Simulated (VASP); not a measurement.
# CoH4 (R-3m) in VASP: single point with PBE

Aim: the single point of CoH4 with PBE.

Program: VASP 6.6.1. These are calculated values, not measurements. Logs are shortened: lines on timing, memory, paths and dates and some standing lists are left out, and cuts for length are marked.

## (1) The cell of the first run

Symmetry: R-3m, No. 166, trigonal system. The conventional cell has a = 3.567 Å, b = 3.567 Å, c = 5.969 Å, α = 90.00°, β = 90.00°, γ = 120.00°. Within 2.4 Å of Co (site symmetry -3m) lie 18 H at 1.78 to 2.29 Å. Within 1.9 Å of H (site symmetry 2/m) lie 6 H at 1.43 to 1.78 Å and 2 Co at 1.78 Å. Within 1.9 Å of H (site symmetry -3m) lie 6 H at 1.43 Å.

## (2) Single point, PBE, collinear spin, ferromagnetic start

INCAR

```
SYSTEM = CoH4
ALGO = Normal ; EDIFF = 1E-6
ENCUT = 600 ; GGA = PE
GGA_COMPAT = .False. ; ISIF = 2
ISMEAR = 0 ; ISPIN = 2
LASPH = .True. ; LCHARG = .False.
LMAXMIX = 4 ; LORBIT = 11
LREAL = .False. ; LWAVE = .False.
MAGMOM = 3 0 0 0 0 ; NBANDS = 18
NELM = 200 ; PREC = Accurate
SIGMA = 0.15
```

KPOINTS

```
k-points
0
Gamma
  4 4 4
  0 0 0
```

POSCAR

```
CoH4
1.0
    1.7837146648      1.0298281430      1.9896313257
   -1.7837146648      1.0298281430      1.9896313257
    0.0000000000     -2.0596562826      1.9896313275
Co H
1 4
Direct
    0.0000000000      0.0000000000      0.0000000000
    0.5000000000      0.5000000000      0.0000000000
    0.0000000000      0.5000000000      0.5000000000
    0.5000000000      0.0000000000      0.5000000000
    0.5000000000      0.5000000000      0.5000000000
```

Potentials or basis: VASP PAW PBE potentials, release 64 (Co, H).

Launch:

```sh
cat potpaw_PBE.64/Co/POTCAR potpaw_PBE.64/H/POTCAR > POTCAR
mpirun -np 1 vasp_std > vasp.out
```

OUTCAR:

```text
SYSTEM = CoH4
   EDIFF = 1E-6
   ENCUT = 600
   GGA = PE
   ISIF = 2
   ISMEAR = 0
   ISPIN = 2
   LASPH = .True.
   LORBIT = 11
   LREAL = .False.
   NELM = 200
   PREC = Accurate

 ion  position               nearest neighbor table
   1  0.000  0.000  0.000-   3 1.78   4 1.78   3 1.78   4 1.78   2 1.78   2 1.78
   2  0.500  0.500  0.000-   1 1.78   1 1.78
   3  0.000  0.500  0.500-   1 1.78   1 1.78
   4  0.500  0.000  0.500-   1 1.78   1 1.78
   5  0.500  0.500  0.500-

  LATTYP: Found a trigonal (rhomboedric) cell.
 ALAT       =     2.8637068324
 COS(alpha) =     0.2240680228

  Lattice vectors:

 A1 = (   1.7837146648,   1.0298281430,   1.9896313257)
 A2 = (  -1.7837146648,   1.0298281430,   1.9896313257)
 A3 = (   0.0000000000,  -2.0596562826,   1.9896313275)

Analysis of symmetry for initial positions (statically):
=====================================================================
 Subroutine PRICEL returns:
 Original cell was already a primitive cell.

 Routine SETGRP: Setting up the symmetry group for a
 trigonal (rhombohedral) supercell.

 Subroutine GETGRP returns: Found 12 space group operations
 (whereof 12 operations were pure point group operations)
 out of a pool of 12 trial point group operations.

The static configuration has the point symmetry D_3d.

Analysis of symmetry for dynamics (positions and initial velocities):
=====================================================================
 Subroutine PRICEL returns:
 Original cell was already a primitive cell.

 Routine SETGRP: Setting up the symmetry group for a
 trigonal (rhombohedral) supercell.

 Subroutine GETGRP returns: Found 12 space group operations
 (whereof 12 operations were pure point group operations)
 out of a pool of 12 trial point group operations.

The dynamic configuration has the point symmetry D_3d.

Analysis of structural, dynamic, and magnetic symmetry:
=====================================================================
 Subroutine PRICEL returns:
 Original cell was already a primitive cell.

 Routine SETGRP: Setting up the symmetry group for a
 trigonal (rhombohedral) supercell.

 Subroutine GETGRP returns: Found 12 space group operations
 (whereof 12 operations were pure point group operations)
 out of a pool of 12 trial point group operations.

The overall configuration has the point symmetry D_3d.

 Subroutine INISYM returns: Found 12 space group operations
 (whereof 12 operations are pure point group operations),
 and found     1 'primitive' translations

----------------------------------------------------------------------------------------

                                     Primitive cell

  volume of cell :      21.9288

  direct lattice vectors                    reciprocal lattice vectors
     1.783714665  1.029828143  1.989631326     0.280313892  0.161839301  0.167535226
    -1.783714665  1.029828143  1.989631326    -0.280313892  0.161839301  0.167535226
     0.000000000 -2.059656283  1.989631327     0.000000000 -0.323678602  0.167535226

  length of vectors
     2.863706832  2.863706832  2.863706832     0.364466582  0.364466582  0.364466582

  position of ions in fractional coordinates (direct lattice)
     0.000000000  0.000000000  0.000000000
     0.500000000  0.500000000  0.000000000
     0.000000000  0.500000000  0.500000000
     0.500000000  0.000000000  0.500000000
     0.500000000  0.500000000  0.500000000

  ion indices of the primitive-cell ions
   primitive index   ion index
                 1           1
                 2           2
                 3           3
                 4           4
                 5           5

----------------------------------------------------------------------------------------

 KPOINTS: k-points

Automatic generation of k-mesh.
 Grid dimensions read from file:
 generate k-points for:    4    4    4

 Generating k-lattice:

  Cartesian coordinates                     Fractional coordinates (reciprocal lattice)
     0.070078473  0.040459825  0.041883806     0.250000000  0.000000000  0.000000000
    -0.070078473  0.040459825  0.041883806     0.000000000  0.250000000  0.000000000
     0.000000000 -0.080919650  0.041883806     0.000000000  0.000000000  0.250000000

  Length of vectors
     0.091116645  0.091116645  0.091116645

  Shift w.r.t. Gamma in fractional coordinates (k-lattice)
     0.000000000  0.000000000  0.000000000

 Subroutine IBZKPT returns following result:
 ===========================================

 Found     13 irreducible k-points:

 Following reciprocal coordinates:
            Coordinates               Weight
  0.000000  0.000000  0.000000      1.000000
  0.250000  0.000000  0.000000      6.000000
  0.500000  0.000000  0.000000      3.000000
  0.250000  0.250000  0.000000      6.000000
  0.500000  0.250000  0.000000     12.000000
 -0.250000  0.250000  0.000000      6.000000
  0.500000  0.500000  0.000000      3.000000
  0.250000  0.250000  0.250000      2.000000
  0.500000  0.250000  0.250000      6.000000
 -0.250000  0.250000  0.250000      6.000000
  0.500000  0.500000  0.250000      6.000000
 -0.250000  0.500000  0.250000      6.000000
  0.500000  0.500000  0.500000      1.000000
   k-points           NKPTS =     13   k-points in BZ     NKDIM =     13   number of bands    NBANDS=     18
   number of dos      NEDOS =    301   number of ions     NIONS =      5
   total plane-waves  NPLWV =  13824
   dimension x,y,z NGX =    24 NGY =   24 NGZ =   24
   dimension x,y,z NGXF=    48 NGYF=   48 NGZF=   48
   ions per type =               1   4
   NGX,Y,Z   is equivalent  to a cutoff of  13.93, 13.93, 13.93 a.u.
   NGXF,Y,Z  is equivalent  to a cutoff of  27.87, 27.87, 27.87 a.u.
 SYSTEM =  CoH4
   PREC   = accura    normal or accurate (medium, high low for compatibility)
   ISTART =      0    job   : 0-new  1-cont  2-samecut
   ICHARG =      2    charge: 1-file 2-atom 10-const
   ISPIN  =      2    spin polarized calculation?
   LNONCOLLINEAR =      F non collinear calculations
   LSORBIT =      F    spin-orbit coupling
   LASPH  =      T    aspherical Exc in radial PAW
   ENCUT  =  600.0 eV  44.10 Ry    6.64 a.u.   5.72  5.72  5.72*2*pi/ulx,y,z
   NELM   =    200;   NELMIN=  2; NELMDL= -5     # of ELM steps
   EDIFF  = 0.1E-05   stopping-criterion for ELM
   LREAL  =      F    real-space projection
   EDIFFG = 0.1E-04   stopping-criterion for IOM
   NSW    =      0    number of steps for IOM
   IBRION =     -1    ionic relax: 0-MD 1-quasi-New 2-CG
   NFREE  =      0    steps in history (QN), initial steepest desc. (CG)
   ISIF   =      2    stress and relaxation
   ISYM   =      2    0-nonsym 1-usesym 2-fastsym
   POTIM  = 0.5000    time-step for ionic-motion
   TEBEG  =    0.0;   TEEND  =   0.0 temperature during run
   PSTRESS=    0.0 pullay stress
   NELECT =      13.0000    total number of electrons
   NUPDOWN=      -1.0000    fix difference up-down
   EMIN   =  10.00;   EMAX   =-10.00  energy-range for DOS
   EFERMI =   0.00;   METHOD = LEGACY
   ISMEAR =     0;   SIGMA  =   0.15  broadening in eV -4-tet -1-fermi 0-gaus
   EFERMI_NEDOS =   21; number of points for ismear=-14 and -15
   IALGO  =     38    algorithm
   IMIX   =      4    mixing-type and parameters
     AMIX     =   0.40;   BMIX     =  1.00
     AMIX_MAG =   1.60;   BMIX_MAG =  1.00
  volume/ion in A,a.u.               =       4.39        29.60
  Fermi-wavevector in a.u.,A,eV,Ry     =   1.375259  2.598863 25.733221  1.891338
  Thomas-Fermi vector in A             =   2.500611
   LORBIT       =     11    0 simple, 1 ext, 2 COOP (PROOUT), +10 PAW based schemes
   GGA     = PE    functional components
   LHFCALC =     F    Hartree Fock is set to
   AEXX    =    0.0000 exact exchange contribution
   IVDW    =     0    specifies the selected vdW correction
   LEPSILON=     F    determine dielectric tensor
   LRPA    =     F    only Hartree local field effects (RPA)
 spin polarized calculation
 Gauss-broadening in eV      SIGMA  =   0.15
  energy-cutoff  :      600.00
  volume of cell :       21.93
 maximum number of plane-waves:       742
 NGX is ok and might be reduce to    24
   NGX = 11   NGY = 11   NGZ = 11

 number of electron      13.0000009 magnetization       0.6417800

 Free energy of the ion-electron system (eV)
  ---------------------------------------------------
  ext. energy  EPLUGINS =         0.00000000
  ---------------------------------------------------
  free energy    TOTEN  =       -16.59255350 eV

  energy without entropy =      -16.57189720  energy(sigma->0) =      -16.58222535

 E-fermi :   7.3506     XC(G=0): -12.2771

 val. band max:        7.3335138096   @ k =   0.5000   0.5000   0.0000
 cond. band min:       7.4229414242   @ k =   0.5000   0.2500   0.0000
 fundamental gap:      0.0894276146
 Fermi energy:         7.3505594679

 spin component 1

 k-point     1 :       0.0000    0.0000    0.0000
  band No.  band energies     occupation
      1      -7.6722      1.00000
      2       3.0159      1.00000
      3       3.0159      1.00000
      4       5.6121      1.00000
      5       5.6121      1.00000
      6       5.9241      1.00000
[... 10 lines left out ...]
     17      29.1031      0.00000
     18      29.1031      0.00000

 k-point     2 :       0.2500    0.0000    0.0000
  band No.  band energies     occupation
      1      -6.5301      1.00000
      2       1.7864      1.00000
      3       3.6636      1.00000
      4       5.2692      1.00000
      5       5.6600      1.00000
      6       5.8169      1.00000
[... 10 lines left out ...]
     17      31.7658      0.00000
     18      31.8015      0.00000
[... 211 lines left out ...]
 k-point    13 :       0.5000    0.5000    0.5000
  band No.  band energies     occupation
      1      -1.3852      1.00000
      2       1.8870      1.00000
      3       1.9870      1.00000
      4       1.9870      1.00000
      5       6.3064      1.00000
      6       6.3064      1.00000
[... 10 lines left out ...]
     17      35.6763      0.00000
     18      35.6763      0.00000
 Fermi energy:         7.3505594679

 spin component 2

 k-point     1 :       0.0000    0.0000    0.0000
  band No.  band energies     occupation
      1      -7.6215      1.00000
      2       3.4605      1.00000
      3       3.4605      1.00000
      4       6.1026      1.00000
      5       6.1026      1.00000
      6       6.4543      1.00000
[... 10 lines left out ...]
     17      29.2441      0.00000
     18      29.2441      0.00000

 k-point     2 :       0.2500    0.0000    0.0000
  band No.  band energies     occupation
      1      -6.4786      1.00000
      2       2.0137      1.00000
      3       4.1817      1.00000
      4       5.7144      1.00000
      5       6.1445      1.00000
      6       6.3359      1.00000
[... 10 lines left out ...]
     17      31.8693      0.00000
     18      31.9061      0.00000
[... 211 lines left out ...]
 k-point    13 :       0.5000    0.5000    0.5000
  band No.  band energies     occupation
      1      -1.3024      1.00000
      2       2.0025      1.00000
      3       2.1922      1.00000
      4       2.1922      1.00000
      5       7.0930      0.99242
      6       7.0930      0.99242
[... 10 lines left out ...]
     17      35.6881      0.00000
     18      35.6881      0.00000

------------------------ aborting loop because EDIFF is reached ----------------------------------------

  FORCE on cell =-STRESS in cart. coord.  units (eV):
  Direction    XX          YY          ZZ          XY          YZ          ZX
  --------------------------------------------------------------------------------------
  -------------------------------------------------------------------------------------
  Total        0.0647504      0.0647504      0.0350268     -0.0000000     -0.0000000      0.0000000
  in kB        4.7308496      4.7308496      2.5591586     -0.0000000     -0.0000000      0.0000000
  external PRESSURE =       4.0069526 kB  Pullay stress =       0.0000000 kB

 VOLUME and BASIS-vectors are now :
 -----------------------------------------------------------------------------
  energy-cutoff  :      600.00
  volume of cell :       21.93
      direct lattice vectors                 reciprocal lattice vectors
     1.783714665  1.029828143  1.989631326     0.280313892  0.161839301  0.167535226
    -1.783714665  1.029828143  1.989631326    -0.280313892  0.161839301  0.167535226
     0.000000000 -2.059656283  1.989631327     0.000000000 -0.323678602  0.167535226

 POSITION                                       TOTAL-FORCE (eV/Angst)
 -----------------------------------------------------------------------------------
      0.00000      0.00000      0.00000         0.000000      0.000000      0.000000
      0.00000      1.02983      1.98963        -0.000000      0.000000      0.000000
     -0.89186     -0.51491      1.98963         0.000000     -0.000000     -0.000000
      0.89186     -0.51491      1.98963         0.000000      0.000000      0.000000
      0.00000      0.00000      2.98445        -0.000000      0.000000     -0.000000
 -----------------------------------------------------------------------------------
    total drift:                               -0.000000     -0.000000     -0.000000

  FREE ENERGIE OF THE ION-ELECTRON SYSTEM (eV)
  ---------------------------------------------------
  free  energy   TOTEN  =       -16.5925535010 eV

  energy  without entropy=      -16.5718972045  energy(sigma->0) =      -16.58222535

 total charge

# of ion       s       p       d       tot
------------------------------------------
    1        0.370   0.430   7.493   8.293
    2        0.477   0.031   0.000   0.507
    3        0.477   0.031   0.000   0.507
    4        0.477   0.031   0.000   0.507
    5        0.379   0.038   0.000   0.417
--------------------------------------------------
tot          2.179   0.560   7.493  10.232

 magnetization (x)

# of ion       s       p       d       tot
------------------------------------------
    1        0.023   0.003   0.590   0.616
    2       -0.002   0.000   0.000  -0.001
    3       -0.002   0.000   0.000  -0.001
    4       -0.002   0.000   0.000  -0.001
    5        0.014   0.001   0.000   0.015
--------------------------------------------------
tot          0.032   0.005   0.590   0.627
```

Run time: 33 s. Hardware: 1 thread of Intel Xeon 8259CL, shared host; peak memory 0.15 GiB.

Results:

```yaml
Free_energy: -16.5926 eV
Pressure: 0.4 GPa
Net_moment: 0.64 μB per cell
Site_moments: Co +0.62; H -0.00, +0.01 μB
Valence_electrons_inside_the_program's_atomic_spheres: Co 8.29; H 0.51, 0.42
```

Caveat: the k points lie up to 0.57 Å⁻¹ apart.
